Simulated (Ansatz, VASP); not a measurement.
# One calculation of As, two programs

POSCAR

```
As
1.0
    3.5749087740      0.0000000000      0.0000000000
   -1.7874543870      3.0959618145      0.0000000000
    0.0000000000      0.0000000000     26.4156438000
As
2
Direct
    0.3333333333      0.6666666667      0.3206196299
    0.6666666667      0.3333333333      0.3724477827
```

Contents of INCAR.step1:

```
SYSTEM = As
ALGO = Normal ; DIPOL = 0.5 0.5 0.347
EDIFF = 1E-5 ; ENCUT = 580
GGA = PE ; GGA_COMPAT = .FALSE.
IDIPOL = 3 ; ISMEAR = 0
LASPH = .TRUE. ; LCHARG = .FALSE.
LDIPOL = .TRUE. ; LREAL = .FALSE.
LWAVE = .TRUE. ; NBANDS = 22
NELM = 120 ; NELMDL = -8
PREC = Accurate ; SIGMA = 0.01
```

Contents of INCAR.step2:

```
SYSTEM = As
ALGO = Normal ; DIPOL = 0.5 0.5 0.347
EDIFF = 1E-6 ; ENCUT = 580
GGA_COMPAT = .FALSE. ; IDIPOL = 3
ISIF = 2 ; ISMEAR = 0
ISTART = 1 ; LASPH = .TRUE.
LCHARG = .FALSE. ; LDIPOL = .TRUE.
LMIXTAU = .TRUE. ; LREAL = .FALSE.
LWAVE = .FALSE. ; METAGGA = R2SCAN
NBANDS = 22 ; NELM = 120
PREC = Accurate ; SIGMA = 0.01
```

KPOINTS

```
k-points
0
G
  12 12 1
  0 0 0
```

Input for Ansatz:

```yaml
crystal:
  lattice:
    - [3.574908774, 0.0, 0.0]
    - [-1.787454387, 3.0959618145, 0.0]
    - [0.0, 0.0, 26.4156438]
  atoms:
    - { symbol: As, position: [0.3333333333, 0.6666666667, 0.3206196299] }
    - { symbol: As, position: [0.6666666667, 0.3333333333, 0.3724477827] }
  periodic: [true, true, false]
kpoints:
  mp_grid: { grid: [12, 12, 1] }
  band_path:
    path:
      - [0.0, 0.0, 0.0]
      - [0.5, 0.0, 0.0]
      - [0.3333333333, 0.3333333333, 0.0]
      - [0.0, 0.3125, 0.0]
    npoints: 1
hamiltonian:
  xc: r2scan
scf:
  occupations: { method: fixed }
  n_extra_bands: 4
output:
  forces: true
  stress: true
  eigenvalues: true
```

Alike in both runs: task single point; functional r2SCAN; k mesh 12 × 12 × 1; no spin polarisation.

```csv
,VASP,Ansatz
version,VASP 6.6.1,Ansatz 0.2.0
potentials or method,"VASP PAW PBE potentials, release 64 (As_d)","plane waves, PAW"
plane-wave cutoff (eV),580,500
occupations,"gaussian, width 0.01 eV",fixed
valence electrons in the cell,30,30
```

Ansatz gave:

```
gap on the k mesh at the Fermi level (eV) : 1.99
rms of the force components (eV/Å)        : 0.000
```

Q: Which values does VASP return?

A: gap on the k mesh at the Fermi level (eV): 1.97; rms of the force components (eV/Å): 0.023.

VASP's potentials were made for PBE, not for r2SCAN. Atom by atom the forces differ by 0.023 eV/Å (rms over components).
